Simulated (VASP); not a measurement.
# Cu (Im-3m) in VASP: a series of runs, part 2 of 2

VASP 6.6.1. The steps go on from the part before.

### 4 Relaxation of cell and atoms, PBEsol, target pressure 290 GPa, at which the enthalpy is minimised

File INCAR:

```
ALGO = Normal
EDIFF = 1E-7
EDIFFG = -0.005
ENCUT = 600
GGA = PS
IBRION = 2
ISIF = 3
ISMEAR = -1
LASPH = T
LCHARG = F
LREAL = F
LWAVE = F
NELM = 60
NSW = 60
PREC = Accurate
PSTRESS = 2900.0
SIGMA = 0.08
```

File KPOINTS:

```
k-points
0
Gamma
  22 22 22
```

File POSCAR:

```
Cu
1.0
   -1.1972080872      1.1972080872      1.1972080872
    1.1972080872     -1.1972080872      1.1972080872
    1.1972080872      1.1972080872     -1.1972080872
Cu
1
Direct
    0.0000000000      0.0000000000      0.0000000000
```

Potentials or basis: VASP PAW PBE potentials, release 64 (Cu).

On the command line:

```console
> cat potpaw_PBE.64/Cu/POTCAR > POTCAR
> mpirun -np 1 vasp_std > vasp.out
```

OUTCAR:

```text
EDIFF = 1E-7
   EDIFFG = -0.005
   ENCUT = 600
   GGA = PS
   IBRION = 2
   ISIF = 3
   ISMEAR = -1
   LASPH = T
   LREAL = F
   NELM = 60
   NSW = 60
   PREC = Accurate
   PSTRESS = 2900.0

 ion  position               nearest neighbor table
   1  0.000  0.000  0.000-

  LATTYP: Found a body centered cubic cell.
 ALAT       =     2.3944161744

  Lattice vectors:

 A1 = (  -1.1972080872,   1.1972080872,   1.1972080872)
 A2 = (   1.1972080872,  -1.1972080872,   1.1972080872)
 A3 = (   1.1972080872,   1.1972080872,  -1.1972080872)

Analysis of symmetry for initial positions (statically):
=====================================================================
 Subroutine PRICEL returns:
[... 249 lines left out ...]
  ---------------------------------------------------
  free energy    TOTEN  =        -1.77310899 eV

  energy without entropy =       -1.76889205  energy(sigma->0) =       -1.77100052

 E-fermi :  16.8019     XC(G=0): -16.4155

 val. band max:       16.8013260430   @ k =  -0.3636   0.3636   0.2273
 cond. band min:      16.8099092246   @ k =   0.3636   0.1364  -0.0000
 fundamental gap:      0.0085831815
 Fermi energy:        16.8019000871

 k-point     1 :       0.0000    0.0000    0.0000
  band No.  band energies     occupation
      1       2.0872      2.00000
      2      10.8911      2.00000
      3      10.8911      2.00000
      4      10.8911      2.00000
      5      13.1267      2.00000
      6      13.1267      2.00000
      7      46.4110      0.00000
      8      46.4110      0.00000
      9      46.4110      0.00000
[... 265 lines left out ...]
 k-point    24 :       0.1364    0.0909   -0.0000
  band No.  band energies     occupation
      1       4.2138      2.00000
      2      10.3836      2.00000
      3      10.5438      2.00000
      4      12.1756      2.00000
      5      12.6764      2.00000
      6      13.2569      2.00000
      7      39.4716      0.00000
      8      41.8104      0.00000
      9      47.2185      0.00000

 [... further k-points ...]
[... 5 lines left out ...]
  --------------------------------------------------------------------------------------
  -------------------------------------------------------------------------------------
  Total       12.4366710     12.4366710     12.4366710     -0.0000000      0.0000000      0.0000000
  in kB     2900.1848914   2900.1848914   2900.1848914     -0.0000000      0.0000000      0.0000000
  external PRESSURE =       0.1848914 kB  Pullay stress =    2900.0000000 kB
[... 20 lines left out ...]
  energy  without entropy=       -1.7688920493  energy(sigma->0) =       -1.77100052

  enthalpy is  TOTEN    =        10.6627691388 eV   P V=       12.4358781265

 reached required accuracy - stopping structural energy minimisation
```

OSZICAR:

```text
N       E                     dE             d eps       ncg     rms          rms(c)
DAV:   1     0.337398437411E+02    0.33740E+02   -0.62803E+03  6433   0.264E+03
[... 21 lines left out ...]
       N       E                     dE             d eps       ncg     rms          rms(c)
DAV:   1    -0.178052782663E+01    0.76554E-01   -0.16613E-01  6192   0.119E+01    0.679E-01
DAV:   2    -0.177391926628E+01    0.66086E-02   -0.49564E-02  6205   0.615E+00    0.103E-01
DAV:   3    -0.177333399182E+01    0.58527E-03   -0.15048E-03  6246   0.112E+00    0.902E-02
DAV:   4    -0.177311011278E+01    0.22388E-03   -0.18251E-04  6987   0.220E-01    0.410E-03
DAV:   5    -0.177310964853E+01    0.46425E-06   -0.11086E-06  6107   0.131E-02    0.248E-03
DAV:   6    -0.177310891515E+01    0.73338E-06   -0.80905E-08  3542   0.726E-03    0.295E-04
DAV:   7    -0.177310898776E+01   -0.72609E-07   -0.26789E-09  3011   0.142E-03
   3 F= 0.10662769E+02 E0= 0.10664878E+02  d E =-.247469E-04
```

CONTCAR:

```text
Cu
   1.00000000000000
    -1.1975941984469147    1.1975941984469147    1.1975941984469147
     1.1975941984469147   -1.1975941984469147    1.1975941984469147
     1.1975941984469147    1.1975941984469147   -1.1975941984469147
  Cu
     1
Direct
     0.0000000000000000    0.0000000000000000    0.0000000000000000

  0.00000000E+00  0.00000000E+00  0.00000000E+00
```

It took 41 s on 1 thread of Intel Xeon 6975P-C, shared host; peak memory 0.15 GiB.

Results:

| Item | Value |
| --- | --- |
| Free energy | -1.7731 eV |
| Relaxed volume | 6.87 Å³/atom |
| Relaxed cell | a = 2.074 Å, b = 2.074 Å, c = 2.074 Å, α = 109.47°, β = 109.47°, γ = 109.47° |
| Space group after relaxing (to 0.05 Å) | Im-3m (No. 229) |
| Energy change on relaxing (the enthalpy is what falls) | -12.0 meV/atom |
| Ionic steps | 3 |
| Pressure after relaxing | 290.0 GPa |

The path:
```tsv
step	energy change (eV)	largest force (eV/Å)	pressure (GPa)	volume (Å³)
1	0.0000	0.0000	291.26	6.86
2	-0.0960	0.0000	281.35	6.92
3	-0.0120	0.0000	290.02	6.87
```

Final structure:
```
CELL_PARAMETERS angstrom
-1.19759 1.19759 1.19759
1.19759 -1.19759 1.19759
1.19759 1.19759 -1.19759
ATOMIC_POSITIONS crystal
Cu 0.00000 0.00000 0.00000
```

Caveat: the cell is relaxed towards a set pressure, so the enthalpy falls and the energy may rise; the PAW data sets were made with another functional, which shifts forces and pressure a little.

### 5 Relaxation of cell and atoms, PBEsol, target pressure 290 GPa, at which the enthalpy is minimised

File INCAR:

```
SYSTEM = Cu
  ALGO = Normal
  EDIFF = 1E-7
  EDIFFG = -0.005
  ENCUT = 600
  GGA = PS
  IBRION = 2
  ISIF = 3
  ISMEAR = -1
  LASPH = .TRUE.
  LCHARG = .FALSE.
  LREAL = .FALSE.
  LWAVE = .FALSE.
  NELM = 60
  NSW = 32
  PREC = Accurate
  PSTRESS = 2900.0
  SIGMA = 0.08
```

File KPOINTS:

```
k-points
0
G
  22 22 22
  0 0 0
```

File POSCAR:

```
Cu
1.0
   -1.1967944760      1.1967944760      1.1967944760
    1.1967944760     -1.1967944760      1.1967944760
    1.1967944760      1.1967944760     -1.1967944760
Cu
1
Direct
    0.0000000000      0.0000000000      0.0000000000
```

On the command line:

```console
> cat potpaw_PBE.64/Cu/POTCAR > POTCAR
> mpirun -np 1 vasp_std > vasp.out
```

Run time: 37 s. Hardware: 1 thread of Intel Xeon 6975P-C, shared host; peak memory 0.15 GiB.

It converged, with:

* Free energy: -1.7732 eV
* Relaxed volume: 6.87 Å³/atom
* Relaxed cell: a = 2.074 Å, b = 2.074 Å, c = 2.074 Å, α = 109.47°, β = 109.47°, γ = 109.47°
* Space group after relaxing (to 0.05 Å): Im-3m (No. 229)
* Energy change on relaxing (the enthalpy is what falls): -25.1 meV/atom
* Ionic steps: 3
* Pressure after relaxing: 290.0 GPa

The path:
| step | energy change (eV) | largest force (eV/Å) | pressure (GPa) | volume (Å³) |
| --- | --- | --- | --- | --- |
| 1 | 0.0000 | 0.0000 | 292.60 | 6.86 |
| 2 | -0.1953 | 0.0000 | 272.50 | 6.97 |
| 3 | -0.0251 | 0.0000 | 289.97 | 6.87 |

Final structure:
```
CELL_PARAMETERS angstrom
-1.19760 1.19760 1.19760
1.19760 -1.19760 1.19760
1.19760 1.19760 -1.19760
ATOMIC_POSITIONS crystal
Cu 0.00000 0.00000 0.00000
```

Levels at points of the mesh, in eV from the Fermi level:
```tsv
k point	band 2	band 3	band 4	band 5	band 6	band 7	band 8	band 9
(0.00, 0.00, 0.00)	-5.91	-5.91	-5.91	-3.68	-3.68	29.61	29.61	29.61
(0.50, 0.00, 0.00)	-7.57	-3.70	-3.36	-2.52	-1.94	7.98	21.39	25.39
(0.50, 0.50, 0.50)	-9.58	-2.34	-2.34	-2.34	10.79	10.79	10.79	18.37
```

Caveat: the cell is relaxed towards a set pressure, so the enthalpy falls and the energy may rise; the PAW data sets were made with another functional, which shifts forces and pressure a little.
